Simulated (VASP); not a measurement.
# BAs (F-43m) in VASP: a series of runs, part 2 of 2

VASP 6.6.1. Earlier steps stand in the parts before.

## (5) Single point, PBE-based global hybrid with 35 % exact exchange

POSCAR

```
BAs
1.0
    0.0000000000      2.3918698977      2.3918698977
    2.3918698977      0.0000000000      2.3918698977
    2.3918698977      2.3918698977      0.0000000000
B As
1 1
Direct
    0.0000000000      0.0000000000      0.0000000000
    0.2500000000      0.2500000000      0.2500000000
```

INCAR.step1

```
PREC = Accurate
ENCUT = 520
EDIFF = 1E-5
ISMEAR = 0
SIGMA = 0.01
LREAL = False
LASPH = True
NELM = 100
ALGO = Normal
ISIF = 2
LWAVE = True
LCHARG = False
GGA = PE
NBANDS = 11
```

INCAR.step2

```
PREC = Accurate
ENCUT = 520
EDIFF = 1E-6
ISMEAR = 0
SIGMA = 0.01
LREAL = False
LASPH = True
NELM = 100
ALGO = Normal
ISIF = 2
LWAVE = False
LCHARG = False
GGA = PE
LHFCALC = True
AEXX = 0.35
PRECFOCK = Normal
ISTART = 1
NBANDS = 11
```

KPOINTS

```
regular mesh
0
Gamma
  4 4 4
```

Potentials or basis: VASP PAW PBE potentials, release 64 (B, As).

The run is started by

```console
> cat potpaw_PBE.64/B/POTCAR potpaw_PBE.64/As/POTCAR > POTCAR
> cp INCAR.step1 INCAR
> mpirun -np 1 vasp_std > vasp.out
> cp INCAR.step2 INCAR
> mpirun -np 1 vasp_std > vasp.out
```

OUTCAR:

```text
PREC = Accurate
   ENCUT = 520
   EDIFF = 1E-6
   ISMEAR = 0
   LREAL = False
   LASPH = True
   NELM = 100
   ISIF = 2
   GGA = PE
   LHFCALC = True
   AEXX = 0.35
   PRECFOCK = Normal
   ISTART = 1

 ion  position               nearest neighbor table
   1  0.000  0.000  0.000-   2 2.07   2 2.07   2 2.07   2 2.07
   2  0.250  0.250  0.250-   1 2.07   1 2.07   1 2.07   1 2.07

  LATTYP: Found a face centered cubic cell.
 ALAT       =     4.7837397954

  Lattice vectors:

 A1 = (   0.0000000000,   2.3918698977,   2.3918698977)
 A2 = (   2.3918698977,   0.0000000000,   2.3918698977)
 A3 = (   2.3918698977,   2.3918698977,   0.0000000000)

Analysis of symmetry for initial positions (statically):
=====================================================================
 Subroutine PRICEL returns:
 Original cell was already a primitive cell.

 Routine SETGRP: Setting up the symmetry group for a
 face centered cubic supercell.

 Subroutine GETGRP returns: Found 24 space group operations
 (whereof 24 operations were pure point group operations)
 out of a pool of 48 trial point group operations.

The static configuration has the point symmetry T_d .

Analysis of symmetry for dynamics (positions and initial velocities):
=====================================================================
 Subroutine PRICEL returns:
 Original cell was already a primitive cell.

 Routine SETGRP: Setting up the symmetry group for a
 face centered cubic supercell.

 Subroutine GETGRP returns: Found 24 space group operations
 (whereof 24 operations were pure point group operations)
 out of a pool of 48 trial point group operations.

The dynamic configuration has the point symmetry T_d .

 Subroutine INISYM returns: Found 24 space group operations
 (whereof 24 operations are pure point group operations),
 and found     1 'primitive' translations

[... 108 lines left out ...]
   NKREDZ  =     1    reduce k-point grid by
   AEXX    =    0.3500 exact exchange contribution
   HFSCREEN=    0.0000 screening length (either q_TF or 0.3 A-1)
   HFSCREENC=   0.0000 screening length for correlation (either q_TF or 0.3 A-1)
   ENCUTFOCK=  -1.0 apply spherical cutoff to Coloumb kernel
   IVDW    =     0    specifies the selected vdW correction
   LEPSILON=     F    determine dielectric tensor
   LRPA    =     F    only Hartree local field effects (RPA)
 non-spin polarized calculation
 Gauss-broadening in eV      SIGMA  =   0.01
  energy-cutoff  :      520.00
  volume of cell :       27.37
 maximum number of plane-waves:       754
 NGX is ok and might be reduce to    28
  NGX = 20; NGY = 20; NGZ = 20

 number of electron       8.0000000 magnetization

 Free energy of the ion-electron system (eV)
  ---------------------------------------------------
  ext. energy  EPLUGINS =         0.00000000
  ---------------------------------------------------
  free energy    TOTEN  =       -15.21623040 eV

  energy without entropy =      -15.21623040  energy(sigma->0) =      -15.21623040

 E-fermi :   5.0183     XC(G=0):  -7.4484

 val. band max:        4.9287169188   @ k =   0.0000   0.0000   0.0000
 cond. band min:       8.4226774798   @ k =   0.5000   0.5000   0.0000
 fundamental gap:      3.4939605611
 Fermi energy:         5.0182931221

 k-point     1 :       0.0000    0.0000    0.0000
  band No.  band energies     occupation
      1     -12.6109      2.00000
      2       4.9287      2.00000
      3       4.9287      2.00000
      4       4.9287      2.00000
      5      10.5208      0.00000
      6      10.5208      0.00000
      7      10.5208      0.00000
      8      12.4221      0.00000
      9      17.0806      0.00000
     10      20.5469      0.00000
     11      20.5469      0.00000
[... 85 lines left out ...]
 k-point     8 :      -0.2500    0.5000    0.2500
  band No.  band energies     occupation
      1      -7.5434      2.00000
      2      -4.3975      2.00000
      3      -1.1845      2.00000
      4      -0.8601      2.00000
      5      12.5990      0.00000
      6      13.7066      0.00000
      7      14.0749      0.00000
      8      14.6631      0.00000
      9      20.4563      0.00000
     10      23.6754      0.00000
     11      23.6947      0.00000

------------------------ aborting loop because EDIFF is reached ----------------------------------------

  FORCE on cell =-STRESS in cart. coord.  units (eV):
  Direction    XX          YY          ZZ          XY          YZ          ZX
  --------------------------------------------------------------------------------------
  -------------------------------------------------------------------------------------
  Total       -0.4097369     -0.4097369     -0.4097369     -0.0000000     -0.0000000     -0.0000000
  in kB      -23.9868363    -23.9868363    -23.9868363     -0.0000000     -0.0000000     -0.0000000
  external PRESSURE =     -23.9868363 kB  Pullay stress =       0.0000000 kB

 VOLUME and BASIS-vectors are now :
 -----------------------------------------------------------------------------
  energy-cutoff  :      520.00
  volume of cell :       27.37
      direct lattice vectors                 reciprocal lattice vectors
     0.000000000  2.391869898  2.391869898    -0.209041470  0.209041470  0.209041470
     2.391869898  0.000000000  2.391869898     0.209041470 -0.209041470  0.209041470
     2.391869898  2.391869898  0.000000000     0.209041470  0.209041470 -0.209041470

 POSITION                                       TOTAL-FORCE (eV/Angst)
 -----------------------------------------------------------------------------------
      0.00000      0.00000      0.00000         0.000000      0.000000      0.000000
      1.19593      1.19593      1.19593        -0.000000     -0.000000     -0.000000
 -----------------------------------------------------------------------------------
    total drift:                                0.000000     -0.000000     -0.000000

  FREE ENERGIE OF THE ION-ELECTRON SYSTEM (eV)
  ---------------------------------------------------
  free  energy   TOTEN  =       -15.2162303999 eV

  energy  without entropy=      -15.2162303999  energy(sigma->0) =      -15.21623040
```

OUTCAR.step1:

```text
PREC = Accurate
   ENCUT = 520
   EDIFF = 1E-5
   ISMEAR = 0
   LREAL = False
[... 316 lines left out ...]
      0.00000      0.00000      0.00000         0.000000      0.000000      0.000000
      1.19593      1.19593      1.19593        -0.000000     -0.000000     -0.000000
 -----------------------------------------------------------------------------------
    total drift:                               -0.000000     -0.000000     -0.000000

  FREE ENERGIE OF THE ION-ELECTRON SYSTEM (eV)
  ---------------------------------------------------
  free  energy   TOTEN  =       -11.2304841410 eV

  energy  without entropy=      -11.2304841410  energy(sigma->0) =      -11.23048414
```

It took 3.2 min on 1 thread of Intel Xeon 8259CL, shared host; peak memory 0.16 GiB.

Results:

* Free energy: -15.2162 eV
* Pressure: -2.4 GPa
* Band gap on the k mesh: 3.49 eV (least direct gap 5.59 eV)

Levels at points of the mesh, in eV from the valence-band top:
```csv
k point,band 1,band 2,band 3,band 4,band 5,band 6,band 7,band 8,band 9
"(0.00, 0.00, 0.00)",-17.54,0.00,0.00,0.00,5.59,5.59,5.59,7.49,12.15
"(0.50, 0.00, 0.00)",-14.24,-10.03,-2.05,-2.05,5.06,7.20,7.20,11.60,15.74
"(0.50, 0.50, 0.00)",-12.66,-9.83,-4.60,-4.60,3.49,3.58,14.70,14.70,16.19
```

Caveat: the k points lie up to 0.57 Å⁻¹ apart; the PAW data sets were made with another functional, which shifts forces and pressure a little.

## (6) Summary

```csv
level,share of exact exchange,screening parameter,gap on the mesh (eV),pressure (GPa)
HSE06,0.25,0.2079 1/Å,2.12,-0.6
PBE-based screened hybrid with 15 % exact exchange,0.15,0.3 1/Å,1.72,1.2
PBE-based screened hybrid with 75 % exact exchange,0.75,0.3 1/Å,3.09,-7.0
PBE-based global hybrid with 35 % exact exchange,0.35,-,3.49,-2.4
```

Alike in all rows: task single point; potentials or basis VASP PAW PBE potentials, release 64 (B, As); no spin polarisation; cell as given; k mesh 4 × 4 × 4; cutoff (eV) 520; smearing gaussian 0.01 eV.

Caveats: all runs use coarse meshes; the PAW data sets were made with another functional, which shifts forces and pressure a little.

Total energies depend on the potentials used, so only differences within one code and one set of settings carry meaning.
